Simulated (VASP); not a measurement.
# MnSb (P6_3/mmc) in VASP: single point with r2SCAN

Aim: the single point of MnSb with r2SCAN.

Program: VASP 6.6.1. These are calculated values, not measurements. Logs are shortened: lines on timing, memory, paths and dates and some standing lists are left out, and cuts for length are marked.

## Step 1: The cell of the first run

Symmetry: P6_3/mmc, No. 194, hexagonal system. Conventional cell: a = 4.149 Å, b = 4.149 Å, c = 5.807 Å, α = 90.00°, β = 90.00°, γ = 120.00°. Within 3.7 Å of Mn (site symmetry -3m) lie 6 Sb at 2.80 Å and 2 Mn at 2.90 Å. Within 3.8 Å of Sb (site symmetry -6m2) lie 6 Mn at 2.80 Å and 6 Sb at 3.76 Å.

## Step 2: Single point, r2SCAN

Contents of POSCAR:

```
MnSb
1.0
    4.1487275344      0.0000000000      0.0000000000
   -2.0743637672      3.5929034382      0.0000000000
    0.0000000000      0.0000000000      5.8067988331
Mn Sb
2 2
Direct
    0.0000000000      0.0000000000      0.0000000000
    0.0000000000      0.0000000000      0.5000000000
    0.3333333333      0.6666666667      0.2500000000
    0.6666666667      0.3333333333      0.7500000000
```

Contents of INCAR.step1:

```
PREC = Accurate
ENCUT = 520
ISMEAR = 0
SIGMA = 0.05
LREAL = False
LASPH = True
NELM = 100
NBANDS = 26
GGA = PE
ALGO = Normal
EDIFF = 1E-4
LWAVE = True
LCHARG = False
```

Contents of INCAR.step2:

```
PREC = Accurate
ENCUT = 520
EDIFF = 1E-6
ISMEAR = 0
SIGMA = 0.05
LREAL = False
LASPH = True
NELM = 100
ALGO = Normal
ISIF = 2
LWAVE = False
LCHARG = False
METAGGA = R2SCAN
LMIXTAU = True
NBANDS = 26
ISTART = 1
```

Contents of KPOINTS:

```
regular mesh
0
Gamma
  12 12 8
```

Potentials or basis: VASP PAW PBE potentials, release 64 (Mn_pv, Sb).

Run with:

```bash
$ cat potpaw_PBE.64/Mn_pv/POTCAR potpaw_PBE.64/Sb/POTCAR > POTCAR
$ cp INCAR.step1 INCAR
$ mpirun -np 1 vasp_std > vasp.out
$ cp INCAR.step2 INCAR
$ mpirun -np 1 vasp_std > vasp.out
```

OUTCAR:

```text
PREC = Accurate
   ENCUT = 520
   EDIFF = 1E-6
   ISMEAR = 0
   LREAL = False
   LASPH = True
   NELM = 100
   ISIF = 2
   METAGGA = R2SCAN
   ISTART = 1

 ion  position               nearest neighbor table
   1  0.000  0.000  0.000-   3 2.80   4 2.80   4 2.80   3 2.80   4 2.80   3 2.80   2 2.90   2 2.90

   2  0.000  0.000  0.500-   3 2.80   4 2.80   4 2.80   3 2.80   4 2.80   3 2.80   1 2.90   1 2.90

   3  0.333  0.667  0.250-   1 2.80   2 2.80   1 2.80   2 2.80   1 2.80   2 2.80   4 3.76   4 3.76
                             4 3.76   4 3.76   4 3.76   4 3.76
   4  0.667  0.333  0.750-   1 2.80   2 2.80   1 2.80   2 2.80   1 2.80   2 2.80   3 3.76   3 3.76
                             3 3.76   3 3.76   3 3.76   3 3.76

  LATTYP: Found a hexagonal cell.
 ALAT       =     4.1487275344
 C/A-ratio  =     1.3996577951

  Lattice vectors:

 A1 = (   4.1487275344,   0.0000000000,   0.0000000000)
 A2 = (  -2.0743637672,   3.5929034382,   0.0000000000)
 A3 = (   0.0000000000,   0.0000000000,   5.8067988331)

Analysis of symmetry for initial positions (statically):
=====================================================================
 Subroutine PRICEL returns:
 Original cell was already a primitive cell.

 Routine SETGRP: Setting up the symmetry group for a
 hexagonal supercell.

 Subroutine GETGRP returns: Found 24 space group operations
 (whereof 12 operations were pure point group operations)
 out of a pool of 24 trial point group operations.

The static configuration has the point symmetry D_3d.
 The point group associated with its full space group is D_6h.

Analysis of symmetry for dynamics (positions and initial velocities):
=====================================================================
 Subroutine PRICEL returns:
 Original cell was already a primitive cell.

 Routine SETGRP: Setting up the symmetry group for a
 hexagonal supercell.

 Subroutine GETGRP returns: Found 24 space group operations
 (whereof 12 operations were pure point group operations)
 out of a pool of 24 trial point group operations.

The dynamic configuration has the point symmetry D_3d.
 The point group associated with its full space group is D_6h.

 Subroutine INISYM returns: Found 24 space group operations
 (whereof 12 operations are pure point group operations),
 and found     1 'primitive' translations

----------------------------------------------------------------------------------------

                                     Primitive cell

  volume of cell :      86.5560

  direct lattice vectors                    reciprocal lattice vectors
     4.148727534  0.000000000  0.000000000     0.241037762  0.139163217  0.000000000
    -2.074363767  3.592903438  0.000000000     0.000000000  0.278326434  0.000000000
     0.000000000  0.000000000  5.806798833     0.000000000  0.000000000  0.172211924

  length of vectors
     4.148727534  4.148727534  5.806798833     0.278326434  0.278326434  0.172211924

  position of ions in fractional coordinates (direct lattice)
     0.000000000  0.000000000  0.000000000
     0.000000000  0.000000000  0.500000000
     0.333333333  0.666666667  0.250000000
     0.666666667  0.333333333  0.750000000

  ion indices of the primitive-cell ions
   primitive index   ion index
                 1           1
                 2           2
                 3           3
                 4           4

----------------------------------------------------------------------------------------

 KPOINTS: regular mesh

Automatic generation of k-mesh.
 Grid dimensions read from file:
 generate k-points for:   12   12    8

 Generating k-lattice:

  Cartesian coordinates                     Fractional coordinates (reciprocal lattice)
     0.020086480  0.011596935  0.000000000     0.083333333  0.000000000  0.000000000
     0.000000000  0.023193869  0.000000000     0.000000000  0.083333333  0.000000000
     0.000000000  0.000000000  0.021526491     0.000000000  0.000000000  0.125000000

  Length of vectors
     0.023193869  0.023193869  0.021526491

  Shift w.r.t. Gamma in fractional coordinates (k-lattice)
     0.000000000  0.000000000  0.000000000

 Subroutine IBZKPT returns following result:
 ===========================================

 Found     95 irreducible k-points:

 Following reciprocal coordinates:
            Coordinates               Weight
  0.000000  0.000000  0.000000      1.000000
  0.083333  0.000000  0.000000      6.000000
  0.166667  0.000000  0.000000      6.000000
  0.250000  0.000000  0.000000      6.000000
  0.333333  0.000000  0.000000      6.000000
  0.416667  0.000000  0.000000      6.000000
[... 16 lines left out ...]
  0.250000  0.000000  0.125000     12.000000
  0.333333  0.000000  0.125000     12.000000
 [... further k-points ...]
   k-points           NKPTS =     95   k-points in BZ     NKDIM =     95   number of bands    NBANDS=     26
   number of dos      NEDOS =    301   number of ions     NIONS =      4
   total plane-waves  NPLWV =  49152
   dimension x,y,z NGX =    32 NGY =   32 NGZ =   48
   dimension x,y,z NGXF=    64 NGYF=   64 NGZF=   96
   ions per type =               2   2
   NGX,Y,Z   is equivalent  to a cutoff of  12.82, 12.82, 13.74 a.u.
   NGXF,Y,Z  is equivalent  to a cutoff of  25.65, 25.65, 27.48 a.u.
 SYSTEM =  unknown system
   PREC   = accura    normal or accurate (medium, high low for compatibility)
   ISTART =      1    job   : 0-new  1-cont  2-samecut
   ICHARG =      0    charge: 1-file 2-atom 10-const
   ISPIN  =      1    spin polarized calculation?
   LNONCOLLINEAR =      F non collinear calculations
   LSORBIT =      F    spin-orbit coupling
   LASPH  =      T    aspherical Exc in radial PAW
   ENCUT  =  520.0 eV  38.22 Ry    6.18 a.u.   7.71  7.71 10.80*2*pi/ulx,y,z
   NELM   =    100;   NELMIN=  2; NELMDL=  0     # of ELM steps
   EDIFF  = 0.1E-05   stopping-criterion for ELM
   LREAL  =      F    real-space projection
   EDIFFG = 0.1E-04   stopping-criterion for IOM
   NSW    =      0    number of steps for IOM
   IBRION =     -1    ionic relax: 0-MD 1-quasi-New 2-CG
   NFREE  =      0    steps in history (QN), initial steepest desc. (CG)
   ISIF   =      2    stress and relaxation
   ISYM   =      2    0-nonsym 1-usesym 2-fastsym
   POTIM  = 0.5000    time-step for ionic-motion
   TEBEG  =    0.0;   TEEND  =   0.0 temperature during run
   PSTRESS=    0.0 pullay stress
   NELECT =      36.0000    total number of electrons
   NUPDOWN=      -1.0000    fix difference up-down
   EMIN   =  10.00;   EMAX   =-10.00  energy-range for DOS
   EFERMI =   0.00;   METHOD = LEGACY
   ISMEAR =     0;   SIGMA  =   0.05  broadening in eV -4-tet -1-fermi 0-gaus
   EFERMI_NEDOS =   21; number of points for ismear=-14 and -15
   IALGO  =     38    algorithm
   IMIX   =      4    mixing-type and parameters
     AMIX     =   0.40;   BMIX     =  1.00
     AMIX_MAG =   1.60;   BMIX_MAG =  1.00
  volume/ion in A,a.u.               =      21.64       146.03
  Fermi-wavevector in a.u.,A,eV,Ry     =   1.222015  2.309274 20.317866  1.493321
  Thomas-Fermi vector in A             =   2.357177
   LORBIT       =      0    0 simple, 1 ext, 2 COOP (PROOUT), +10 PAW based schemes
   METAGGA = R2SCAN    functional components
   LHFCALC =     F    Hartree Fock is set to
   AEXX    =    0.0000 exact exchange contribution
   IVDW    =     0    specifies the selected vdW correction
   LEPSILON=     F    determine dielectric tensor
   LRPA    =     F    only Hartree local field effects (RPA)
 non-spin polarized calculation
 Gauss-broadening in eV      SIGMA  =   0.05
  energy-cutoff  :      520.00
  volume of cell :       86.56
 maximum number of plane-waves:      2356
 NGX is ok and might be reduce to    32
   NGX = 15   NGY = 15   NGZ = 21

 number of electron      36.0000007 magnetization

 Free energy of the ion-electron system (eV)
  ---------------------------------------------------
  ext. energy  EPLUGINS =         0.00000000
  ---------------------------------------------------
  free energy    TOTEN  =       -77.76845538 eV

  energy without entropy =      -77.75623808  energy(sigma->0) =      -77.76234673

 E-fermi :   6.9804     XC(G=0): -11.2985

 val. band max:        6.9804117244   @ k =   0.5000   0.0000   0.2500
 cond. band min:       6.9809847990   @ k =   0.4167   0.0000   0.3750
 fundamental gap:      0.0005730746
 Fermi energy:         6.9804356642

 k-point     1 :       0.0000    0.0000    0.0000
  band No.  band energies     occupation
      1     -42.6332      2.00000
      2     -42.5482      2.00000
      3     -42.2955      2.00000
      4     -42.2954      2.00000
      5     -42.2871      2.00000
      6     -42.2870      2.00000
[... 18 lines left out ...]
     25      10.8897      0.00000
     26      12.7244      0.00000

 k-point     2 :       0.0833    0.0000    0.0000
  band No.  band energies     occupation
      1     -42.6332      2.00000
      2     -42.5482      2.00000
      3     -42.2956      2.00000
      4     -42.2955      2.00000
      5     -42.2872      2.00000
      6     -42.2871      2.00000
[... 18 lines left out ...]
     25      11.6660      0.00000
     26      13.1356      0.00000

 k-point     3 :       0.1667    0.0000    0.0000
  band No.  band energies     occupation
      1     -42.6331      2.00000
      2     -42.5481      2.00000
      3     -42.2961      2.00000
      4     -42.2956      2.00000
      5     -42.2875      2.00000
      6     -42.2871      2.00000
[... 572 lines left out ...]
 k-point    23 :       0.2500    0.0000    0.1250
  band No.  band energies     occupation
      1     -42.6297      2.00000
      2     -42.5513      2.00000
      3     -42.2963      2.00000
      4     -42.2954      2.00000
      5     -42.2883      2.00000
      6     -42.2875      2.00000
[... 18 lines left out ...]
     25      12.0916      0.00000
     26      12.4814      0.00000

 k-point    24 :       0.3333    0.0000    0.1250
  band No.  band energies     occupation
      1     -42.6296      2.00000
      2     -42.5513      2.00000
      3     -42.2968      2.00000
      4     -42.2956      2.00000
      5     -42.2887      2.00000
      6     -42.2876      2.00000
[... 18 lines left out ...]
     25      11.8465      0.00000
     26      12.1685      0.00000

 [... further k-points ...]

------------------------ aborting loop because EDIFF is reached ----------------------------------------

  FORCE on cell =-STRESS in cart. coord.  units (eV):
  Direction    XX          YY          ZZ          XY          YZ          ZX
  --------------------------------------------------------------------------------------
  -------------------------------------------------------------------------------------
  Total       -7.9801493     -7.9801493    -13.8604311      0.0000000     -0.0000000      0.0000000
  in kB     -147.7149183   -147.7149183   -256.5606696      0.0000000     -0.0000000      0.0000000
  external PRESSURE =    -183.9968354 kB  Pullay stress =       0.0000000 kB

 VOLUME and BASIS-vectors are now :
 -----------------------------------------------------------------------------
  energy-cutoff  :      520.00
  volume of cell :       86.56
      direct lattice vectors                 reciprocal lattice vectors
     4.148727534  0.000000000  0.000000000     0.241037762  0.139163217  0.000000000
    -2.074363767  3.592903438  0.000000000     0.000000000  0.278326434  0.000000000
     0.000000000  0.000000000  5.806798833     0.000000000  0.000000000  0.172211924

 POSITION                                       TOTAL-FORCE (eV/Angst)
 -----------------------------------------------------------------------------------
      0.00000      0.00000      0.00000         0.000000      0.000000      0.000000
      0.00000      0.00000      2.90340         0.000000      0.000000      0.000000
     -0.00000      2.39527      1.45170        -0.000000      0.000000      0.000000
      2.07436      1.19763      4.35510         0.000000     -0.000000     -0.000000
 -----------------------------------------------------------------------------------
    total drift:                                0.000000     -0.000000      0.000000

  FREE ENERGIE OF THE ION-ELECTRON SYSTEM (eV)
  ---------------------------------------------------
  free  energy   TOTEN  =       -77.7684553810 eV

  energy  without entropy=      -77.7562380788  energy(sigma->0) =      -77.76234673
```

Run time: 13 min. Hardware: 1 thread of Intel Xeon 8259CL, shared host; peak memory 0.33 GiB.

Results:

| Quantity | Value |
| --- | --- |
| Free energy | -77.7685 eV |
| Pressure | -18.4 GPa |
| Band gap on the k mesh | zero (bands 18 and 19 overlap by 0.43 eV) |

Levels at points of the mesh, in eV from the Fermi level:
| k point | band 14 | band 15 | band 16 | band 17 | band 18 | band 19 | band 20 | band 21 | band 22 | band 23 |
| --- | --- | --- | --- | --- | --- | --- | --- | --- | --- | --- |
| (0.00, 0.00, 0.00) | -0.94 | -0.43 | -0.43 | 0.28 | 0.28 | 0.95 | 0.95 | 1.20 | 2.98 | 3.60 |
| (0.50, 0.00, 0.00) | -1.84 | -1.72 | -0.47 | -0.30 | -0.02 | -0.01 | 0.11 | 0.27 | 1.14 | 2.27 |
| (0.00, 0.00, 0.50) | -1.78 | -0.50 | -0.50 | -0.50 | -0.50 | 0.39 | 0.39 | 2.85 | 2.85 | 2.85 |
| (0.50, 0.00, 0.50) | -1.74 | -0.56 | -0.56 | -0.22 | -0.22 | -0.15 | -0.15 | 1.42 | 1.42 | 2.50 |

Caveat: the stress differs along the axes, from -26 to -15 GPa; the PAW data sets were made with another functional, which shifts forces and pressure a little; spin-orbit coupling is left out, which moves the levels of the heavy elements; the run has no spin polarisation, though such a crystal can be magnetic. Spin polarisation is off, so any magnetic state and its effect on volume and gap are missing.
